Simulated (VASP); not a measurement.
BaTiO3: single point with PBE

The system is BaTiO3.

```
Ba Ti O
1.0
     3.85846    0.00000    0.00000
     0.00000    3.85846    0.00000
     0.00000    0.00000    4.34082
Ba Ti O
1 1 3
Direct
  0.00000 0.00000 0.00000
  0.50000 0.50000 0.50000
  0.50000 0.50000 0.00000
  0.50000 0.00000 0.50000
  0.00000 0.50000 0.50000
```

This cell differs from its parent crystal: strain -0.040 along x and y, +0.080 along z.

```yaml
Program: VASP 6.6.1
Task: single point
Functional: PBE
Potentials_or_basis: VASP PAW PBE potentials, release 64 (Ba_sv, Ti_sv, O)
Cutoff: 520 eV
k_mesh: 8 × 8 × 8
Occupations: gaussian, width 0.05 eV
Spin: no spin polarisation
```

```yaml
Pressure: 5.8 GPa
Band_gap_on_the_k_mesh: 1.52 eV, indirect (least direct gap 1.77 eV)
```

Stress tensor (GPa, compression positive):
```
12.63  0.00  0.00
 0.00 12.63  0.00
 0.00  0.00 -7.84
```

Levels at points of the mesh, in eV from the valence-band top:
| k point | band 16 | band 17 | band 18 | band 19 | band 20 | band 21 | band 22 | band 23 | band 24 | band 25 |
| --- | --- | --- | --- | --- | --- | --- | --- | --- | --- | --- |
| (0.00, 0.00, 0.00) | -1.04 | -1.04 | -0.43 | -0.25 | -0.25 | 1.52 | 1.52 | 1.71 | 3.18 | 4.14 |
| (0.50, 0.00, 0.00) | -2.39 | -2.20 | -1.93 | -1.02 | -0.82 | 1.71 | 3.36 | 3.62 | 3.68 | 6.11 |
| (0.50, 0.50, 0.00) | -3.32 | -1.81 | -0.43 | -0.43 | -0.04 | 3.63 | 3.63 | 3.84 | 4.17 | 8.04 |
| (0.00, 0.00, 0.50) | -2.04 | -1.22 | -1.22 | -0.79 | -0.79 | 1.79 | 2.71 | 2.71 | 4.20 | 5.22 |
| (0.50, 0.00, 0.50) | -2.36 | -1.87 | -1.45 | -1.37 | -0.56 | 2.73 | 3.68 | 3.71 | 4.82 | 6.88 |
| (0.50, 0.50, 0.50) | -2.51 | -2.51 | -0.12 | -0.12 | 0.00 | 3.92 | 3.92 | 4.37 | 6.13 | 6.13 |

Wall time 62 s on 1 thread of Intel(R) Xeon(R) 6975P-C (Granite Rapids), on a shared host, peak memory 0.27 GiB.

Caveat: the cell differs from its parent crystal (strain -0.040 along x and y, +0.080 along z); spin-orbit coupling is left out, which moves the levels of the heavy elements. A k mesh can miss the band edges.
